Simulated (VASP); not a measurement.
Crystal: Si.

```
Si
1.0
    -1.79267    1.79267    4.43628
     1.79267   -1.79267    4.43628
     1.79267    1.79267   -4.43628
Si
3
Direct
  0.37990 0.37990 0.00000
  0.75000 0.25000 0.50000
  0.62010 0.62010 0.00000
```

- Program: VASP 6.6.1
- Task: relaxation of cell and atoms
- Functional: PBE
- Potentials or basis: VASP PAW PBE potentials, release 64 (Si)
- Cutoff: 600 eV
- k mesh: 6 × 6 × 6
- Occupations: gaussian, width 0.1 eV
- Spin: no spin polarisation

At the start: pressure 27.0 GPa; volume 19.01 Å³/atom.

How do energy, volume and symmetry change on relaxing?

Over 10 steps the energy falls by 417.0 meV/atom and the volume is 22.88 Å³/atom (+20.4 %); space group I-4m2 (No. 119, to 0.05 Å).

Step by step:
| step | energy change (eV) | largest force (eV/Å) | pressure (GPa) | volume (Å³) |
| --- | --- | --- | --- | --- |
| 1 | 0.0000 | 1.1408 | 27.00 | 57.03 |
| 2 | -0.5166 | 0.2655 | -9.84 | 87.40 |
| 3 | -1.1993 | 0.3678 | -1.35 | 71.80 |
| 4 | -1.2001 | 0.3816 | -1.01 | 71.47 |
| 5 | -1.2000 | 0.3948 | -0.68 | 71.16 |
| 6 | -1.2360 | 0.1816 | -0.57 | 70.21 |
| 7 | -1.2500 | 0.0659 | -0.48 | 69.17 |
| 8 | -1.2500 | 0.0756 | -0.48 | 69.13 |
| 9 | -1.2505 | 0.0281 | 0.39 | 68.31 |
| 10 | -1.2509 | 0.0159 | 0.03 | 68.65 |

Final structure:
```xyz
3
Lattice="-1.8366 1.8366 5.0880 1.8366 -1.8366 5.0880 1.8366 1.8366 -5.0880" Properties=species:S:1:pos:R:3 pbc="T T T"
Si    0.0000    0.0000    3.9384
Si    0.0000    1.8366    2.5440
Si    0.0000    0.0000    6.2376
```

Caveat: the k points lie up to 0.40 Å⁻¹ apart in the final cell; the volume moved by over 15 % at a fixed basis, so the end points are rough.
